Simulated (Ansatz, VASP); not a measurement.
Tc in VASP and in Ansatz

The input INCAR:

```
SYSTEM = Tc
ALGO = Normal
EDIFF = 1E-7
ENCUT = 520
GGA = PE
ISIF = 2
ISMEAR = -1
LASPH = .TRUE.
LCHARG = .TRUE.
LELF = .TRUE.
LREAL = .FALSE.
LVHAR = .TRUE.
LWAVE = .FALSE.
NBANDS = 12
NELM = 80
PREC = Accurate
SIGMA = 0.05
```

The input KPOINTS:

```
k-points
0
G
  12 12 12
  0 0 0
```

File POSCAR:

```
Tc
1.0
    0.0000000000      1.9236454180      1.9236454180
    1.9236454180      0.0000000000      1.9236454180
    1.9236454180      1.9236454180      0.0000000000
Tc
1
Direct
    0.0000000000      0.0000000000      0.0000000000
```

The input input.yaml:

```yaml
crystal:
  lattice:
    - [0.0, 1.923645418, 1.923645418]
    - [1.923645418, 0.0, 1.923645418]
    - [1.923645418, 1.923645418, 0.0]
  atoms:
    - { symbol: Tc, position: [0.0, 0.0, 0.0] }
kpoints:
  mp_grid: { grid: [12, 12, 12] }
scf:
  occupations: { method: fermi_dirac, width: 0.05 }
hamiltonian:
  xc: pbe
  pseudopotentials: { kind: all_electron, lapw: { basis_error: 0.0005 } }
output:
  forces: true
  stress: true
  eigenvalues: true
```

Change from the starting cell: volume scaled by 0.96.

Alike in both runs: task single point; functional PBE; k mesh 12 × 12 × 12; occupations fermi-dirac, width 0.05 eV; no spin polarisation.

```csv
,VASP,Ansatz
version,VASP 6.6.1,Ansatz 0.2.0
potentials or method,"VASP PAW PBE potentials, release 64 (Tc_pv), cutoff 520 eV","all-electron LAPW, scalar-relativistic"
```

Ansatz gave:

```
gap on the k mesh at the Fermi level (eV) : none
pressure (GPa)                            : 5.8
```

Estimate VASP's values.

gap on the k mesh at the Fermi level (eV): none; pressure (GPa): 5.1.

A gap of «none» marks a metal or a gap that the smearing closes. Ansatz ran all-electron here, and VASP with PAW potentials.
